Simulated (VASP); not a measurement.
Set up this calculation in VASP 6.6.1, as the native input.

| Quantity | Value |
| --- | --- |
| Task | relaxation of cell and atoms |
| Functional | PBEsol |
| Potentials or basis | VASP PAW PBE potentials, release 64 (Hf_pv) |
| Cutoff | 600 eV |
| k mesh | 6 × 6 × 9 |
| Occupations | fermi-dirac, width 0.05 eV |
| Spin | no spin polarisation |
| Target pressure | 10 GPa |
| Dipole correction | no |
| Further INCAR settings | ALGO = Normal; EDIFF = 1e-07; IBRION = 2; EDIFFG = -0.01; NSW = 60; ISIF = 3 |

The structure of Hf lies in POSCAR:

```
Hf
1.0
    4.9623295440      0.0000000000      0.0000000000
   -2.4811647720      4.2975034470      0.0000000000
    0.0000000000      0.0000000000      3.0862322500
Hf
3
Direct
    0.0000000000      0.0000000000      0.0000000000
    0.3333333333      0.6666666667      0.5000000000
    0.6666666667      0.3333333333      0.5000000000
```

One way to write it, as run:

INCAR

```
SYSTEM = Hf
ALGO = Normal
EDIFF = 1E-7
EDIFFG = -0.01
ENCUT = 600
GGA = PS
IBRION = 2
ISIF = 3
ISMEAR = -1
LASPH = .True.
LCHARG = .False.
LREAL = .False.
LWAVE = .False.
NELM = 60
NSW = 60
PREC = Accurate
PSTRESS = 100.0
SIGMA = 0.05
```

KPOINTS

```
k-points
0
Gamma
  6 6 9
  0 0 0
```

Potentials or basis: VASP PAW PBE potentials, release 64 (Hf_pv).

Run with:

```console
$ cat potpaw_PBE.64/Hf_pv/POTCAR > POTCAR
$ mpirun -np 1 vasp_std > vasp.out
```

Results of the run:

The relaxed volume is 19.78 Å³/atom. The relaxed cell is a = 4.786 Å, b = 4.786 Å, c = 2.991 Å, α = 90.00°, β = 90.00°, γ = 120.00° and the space group after relaxing (to 0.05 Å) is P6/mmm (No. 191). The energy change on relaxing (the enthalpy is what falls) is +40.0 meV/atom, the ionic steps are 9 and the pressure after relaxing is 10.0 GPa. The band gap on the k mesh is zero (band 15 reaches 5.75 eV, above the bottom of band 16 at 4.89 eV).

Caveat: the cell is relaxed towards a set pressure, so the enthalpy falls and the energy may rise; the PAW data sets were made with another functional, which shifts forces and pressure a little; spin-orbit coupling is left out, which moves the levels of the heavy elements.

Run time: 2.1 min on 1 thread of Intel(R) Xeon(R) 6975P-C (Granite Rapids) (shared host), peak memory 0.23 GiB.
